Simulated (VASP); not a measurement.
# Zr (Pm-3m) in VASP: single point with PBE

Aim: the single point of Zr with PBE.

All numbers are computed with VASP 6.6.1; they aren't measurements. Logs are shortened: lines on timing, memory, paths and dates and some standing lists are left out, and cuts for length are marked.

## 1. The cell of the first run

Symmetry: Pm-3m, No. 221, cubic system. The conventional cell has a = 2.916 Å, b = 2.916 Å, c = 2.916 Å, α = 90.00°, β = 90.00°, γ = 90.00°. Zr (site symmetry m-3m) has 6 Zr at 2.92 Å within 3.8 Å.

## 2. Single point, PBE

Input file INCAR:

```
PREC = Accurate
ENCUT = 520
EDIFF = 1E-6
ISMEAR = -1
SIGMA = 0.1
LREAL = False
LASPH = True
NELM = 60
ALGO = Normal
ISIF = 2
LWAVE = False
LCHARG = True
GGA = PE
LELF = True
LVHAR = True
NBANDS = 12
```

Input file KPOINTS:

```
Automatic mesh
0
Gamma
  14 14 14
```

Input file POSCAR:

```
Zr
1.0
    2.9161712096      0.0000000000      0.0000000000
    0.0000000000      2.9161712096      0.0000000000
    0.0000000000      0.0000000000      2.9161712096
Zr
1
Direct
    0.0000000000      0.0000000000      0.0000000000
```

Potentials or basis: VASP PAW PBE potentials, release 64 (Zr_sv).

On the command line:

```
$ cat potpaw_PBE.64/Zr_sv/POTCAR > POTCAR
$ mpirun -np 1 vasp_std > vasp.out
```

OUTCAR:

```text
PREC = Accurate
   ENCUT = 520
   EDIFF = 1E-6
   ISMEAR = -1
   LREAL = False
   LASPH = True
   NELM = 60
   ISIF = 2
   GGA = PE

 ion  position               nearest neighbor table
   1  0.000  0.000  0.000-

  LATTYP: Found a simple cubic cell.
 ALAT       =     2.9161712096

  Lattice vectors:

 A1 = (   2.9161712096,   0.0000000000,   0.0000000000)
 A2 = (   0.0000000000,   2.9161712096,   0.0000000000)
 A3 = (   0.0000000000,   0.0000000000,   2.9161712096)

Analysis of symmetry for initial positions (statically):
=====================================================================
 Subroutine PRICEL returns:
 Original cell was already a primitive cell.

 Routine SETGRP: Setting up the symmetry group for a
 simple cubic supercell.

 Subroutine GETGRP returns: Found 48 space group operations
 (whereof 48 operations were pure point group operations)
 out of a pool of 48 trial point group operations.

The static configuration has the point symmetry O_h .

Analysis of symmetry for dynamics (positions and initial velocities):
=====================================================================
 Subroutine PRICEL returns:
 Original cell was already a primitive cell.

 Routine SETGRP: Setting up the symmetry group for a
 simple cubic supercell.

 Subroutine GETGRP returns: Found 48 space group operations
 (whereof 48 operations were pure point group operations)
 out of a pool of 48 trial point group operations.

The dynamic configuration has the point symmetry O_h .

 Subroutine INISYM returns: Found 48 space group operations
 (whereof 48 operations are pure point group operations),
 and found     1 'primitive' translations

----------------------------------------------------------------------------------------

                                     Primitive cell

  volume of cell :      24.7993

  direct lattice vectors                    reciprocal lattice vectors
     2.916171210  0.000000000  0.000000000     0.342915394  0.000000000  0.000000000
     0.000000000  2.916171210  0.000000000     0.000000000  0.342915394  0.000000000
     0.000000000  0.000000000  2.916171210     0.000000000  0.000000000  0.342915394

  length of vectors
     2.916171210  2.916171210  2.916171210     0.342915394  0.342915394  0.342915394

  position of ions in fractional coordinates (direct lattice)
     0.000000000  0.000000000  0.000000000

  ion indices of the primitive-cell ions
   primitive index   ion index
                 1           1

----------------------------------------------------------------------------------------

 KPOINTS: Automatic mesh

Automatic generation of k-mesh.
 Grid dimensions read from file:
 generate k-points for:   14   14   14

 Generating k-lattice:

  Cartesian coordinates                     Fractional coordinates (reciprocal lattice)
     0.024493957  0.000000000  0.000000000     0.071428571  0.000000000  0.000000000
     0.000000000  0.024493957  0.000000000     0.000000000  0.071428571  0.000000000
     0.000000000  0.000000000  0.024493957     0.000000000  0.000000000  0.071428571

  Length of vectors
     0.024493957  0.024493957  0.024493957

  Shift w.r.t. Gamma in fractional coordinates (k-lattice)
     0.000000000  0.000000000  0.000000000

 Subroutine IBZKPT returns following result:
 ===========================================

 Found    120 irreducible k-points:

 Following reciprocal coordinates:
            Coordinates               Weight
  0.000000  0.000000  0.000000      1.000000
  0.071429  0.000000  0.000000      6.000000
  0.142857  0.000000  0.000000      6.000000
  0.214286  0.000000  0.000000      6.000000
  0.285714  0.000000  0.000000      6.000000
  0.357143  0.000000  0.000000      6.000000
[... 16 lines left out ...]
  0.285714  0.214286  0.000000     24.000000
  0.357143  0.214286  0.000000     24.000000
 [... further k-points ...]
   k-points           NKPTS =    120   k-points in BZ     NKDIM =    120   number of bands    NBANDS=     12
   number of dos      NEDOS =    301   number of ions     NIONS =      1
   total plane-waves  NPLWV =  13824
   dimension x,y,z NGX =    24 NGY =   24 NGZ =   24
   dimension x,y,z NGXF=    48 NGYF=   48 NGZF=   48
   ions per type =               1
   NGX,Y,Z   is equivalent  to a cutoff of  13.68, 13.68, 13.68 a.u.
   NGXF,Y,Z  is equivalent  to a cutoff of  27.36, 27.36, 27.36 a.u.
 SYSTEM =  unknown system
   PREC   = accura    normal or accurate (medium, high low for compatibility)
   ISTART =      0    job   : 0-new  1-cont  2-samecut
   ICHARG =      2    charge: 1-file 2-atom 10-const
   ISPIN  =      1    spin polarized calculation?
   LNONCOLLINEAR =      F non collinear calculations
   LSORBIT =      F    spin-orbit coupling
   LASPH  =      T    aspherical Exc in radial PAW
   ENCUT  =  520.0 eV  38.22 Ry    6.18 a.u.   5.42  5.42  5.42*2*pi/ulx,y,z
   NELM   =     60;   NELMIN=  2; NELMDL= -5     # of ELM steps
   EDIFF  = 0.1E-05   stopping-criterion for ELM
   LREAL  =      F    real-space projection
   EDIFFG = 0.1E-04   stopping-criterion for IOM
   NSW    =      0    number of steps for IOM
   IBRION =     -1    ionic relax: 0-MD 1-quasi-New 2-CG
   NFREE  =      0    steps in history (QN), initial steepest desc. (CG)
   ISIF   =      2    stress and relaxation
   ISYM   =      2    0-nonsym 1-usesym 2-fastsym
   POTIM  = 0.5000    time-step for ionic-motion
   TEBEG  =    0.0;   TEEND  =   0.0 temperature during run
   PSTRESS=    0.0 pullay stress
   NELECT =      12.0000    total number of electrons
   NUPDOWN=      -1.0000    fix difference up-down
   EMIN   =  10.00;   EMAX   =-10.00  energy-range for DOS
   EFERMI =   0.00;   METHOD = LEGACY
   ISMEAR =    -1;   SIGMA  =   0.10  broadening in eV -4-tet -1-fermi 0-gaus
   EFERMI_NEDOS =   21; number of points for ismear=-14 and -15
   IALGO  =     38    algorithm
   IMIX   =      4    mixing-type and parameters
     AMIX     =   0.40;   BMIX     =  1.00
     AMIX_MAG =   1.60;   BMIX_MAG =  1.00
  volume/ion in A,a.u.               =      24.80       167.35
  Fermi-wavevector in a.u.,A,eV,Ry     =   1.285254  2.428777 22.475155  1.651877
  Thomas-Fermi vector in A             =   2.417399
   LORBIT       =      0    0 simple, 1 ext, 2 COOP (PROOUT), +10 PAW based schemes
   GGA     = PE    functional components
   LHFCALC =     F    Hartree Fock is set to
   AEXX    =    0.0000 exact exchange contribution
   IVDW    =     0    specifies the selected vdW correction
   LEPSILON=     F    determine dielectric tensor
   LRPA    =     F    only Hartree local field effects (RPA)
 non-spin polarized calculation
  energy-cutoff  :      520.00
  volume of cell :       24.80
 maximum number of plane-waves:       691
 NGX is ok and might be reduce to    24
   NGX = 11   NGY = 11   NGZ = 11

 number of electron      12.0000000 magnetization

 Free energy of the ion-electron system (eV)
  ---------------------------------------------------
  ext. energy  EPLUGINS =         0.00000000
  ---------------------------------------------------
  free energy    TOTEN  =        -7.67276301 eV

  energy without entropy =       -7.61599394  energy(sigma->0) =       -7.64437847

 E-fermi :   7.9670     XC(G=0): -10.6941

 val. band max:        7.9654803435   @ k =   0.5000   0.2857   0.1429
 cond. band min:       7.9686425334   @ k =   0.5000   0.3571   0.2857
 fundamental gap:      0.0031621900
 Fermi energy:         7.9670475459

 k-point     1 :       0.0000    0.0000    0.0000
  band No.  band energies     occupation
      1     -40.6573      2.00000
      2     -18.0907      2.00000
      3     -18.0907      2.00000
      4     -18.0907      2.00000
      5       2.9503      2.00000
      6       6.3237      2.00000
      7       6.3237      2.00000
      8      13.5246      0.00000
      9      13.5246      0.00000
     10      13.5246      0.00000
     11      20.7443      0.00000
     12      20.7443      0.00000

 k-point     2 :       0.0714    0.0000    0.0000
  band No.  band energies     occupation
      1     -40.6505      2.00000
      2     -18.1541      2.00000
      3     -18.0854      2.00000
      4     -18.0854      2.00000
      5       3.0786      2.00000
      6       6.3601      2.00000
      7       6.4571      2.00000
      8      13.2986      0.00000
      9      13.2986      0.00000
     10      13.5396      0.00000
     11      20.1210      0.00000
     12      21.0371      0.00000

 k-point     3 :       0.1429    0.0000    0.0000
  band No.  band energies     occupation
      1     -40.6313      2.00000
      2     -18.3289      2.00000
      3     -18.0703      2.00000
      4     -18.0703      2.00000
      5       3.4362      2.00000
      6       6.4643      2.00000
      7       6.8426      1.99997
      8      12.7409      0.00000
      9      12.7409      0.00000
     10      13.5818      0.00000
     11      18.8638      0.00000
     12      21.7834      0.00000
[... 286 lines left out ...]
 k-point    23 :       0.2857    0.2143    0.0000
  band No.  band energies     occupation
      1     -40.5195      2.00000
      2     -18.7792      2.00000
      3     -18.4893      2.00000
      4     -17.9836      2.00000
      5       5.3699      2.00000
      6       7.3171      1.99700
      7       8.6539      0.00208
      8      10.3859      0.00000
      9      11.6153      0.00000
     10      12.4305      0.00000
     11      17.8992      0.00000
     12      20.1233      0.00000

 k-point    24 :       0.3571    0.2143    0.0000
  band No.  band energies     occupation
      1     -40.4915      2.00000
      2     -19.0030      2.00000
      3     -18.4622      2.00000
      4     -17.9621      2.00000
      5       5.8660      2.00000
      6       7.2772      1.99798
      7       8.7005      0.00130
      8      10.8698      0.00000
      9      11.1534      0.00000
     10      12.5091      0.00000
     11      17.1801      0.00000
     12      20.8359      0.00000

 [... further k-points ...]
[... 5 lines left out ...]
  --------------------------------------------------------------------------------------
  -------------------------------------------------------------------------------------
  Total        0.0041998      0.0041998      0.0041998     -0.0000000     -0.0000000      0.0000000
  in kB        0.2713293      0.2713293      0.2713293     -0.0000000     -0.0000000      0.0000000
  external PRESSURE =       0.2713293 kB  Pullay stress =       0.0000000 kB

 VOLUME and BASIS-vectors are now :
 -----------------------------------------------------------------------------
  energy-cutoff  :      520.00
  volume of cell :       24.80
      direct lattice vectors                 reciprocal lattice vectors
     2.916171210  0.000000000  0.000000000     0.342915394  0.000000000  0.000000000
     0.000000000  2.916171210  0.000000000     0.000000000  0.342915394  0.000000000
     0.000000000  0.000000000  2.916171210     0.000000000  0.000000000  0.342915394

 POSITION                                       TOTAL-FORCE (eV/Angst)
 -----------------------------------------------------------------------------------
      0.00000      0.00000      0.00000         0.000000      0.000000      0.000000
 -----------------------------------------------------------------------------------
    total drift:                                0.000000      0.000000      0.000000

  FREE ENERGIE OF THE ION-ELECTRON SYSTEM (eV)
  ---------------------------------------------------
  free  energy   TOTEN  =        -7.6727630075 eV

  energy  without entropy=       -7.6159939370  energy(sigma->0) =       -7.64437847
```

Wall time 8.5 s (1 thread of Intel Xeon 6975P-C (Granite Rapids), shared host); peak memory 0.15 GiB.

Results:

| Item | Value |
| --- | --- |
| Free energy | -7.6728 eV |
| Pressure | 0.0 GPa |
| Band gap on the k mesh | zero (band 6 reaches 8.65 eV, above the bottom of band 7 at 6.32 eV) |
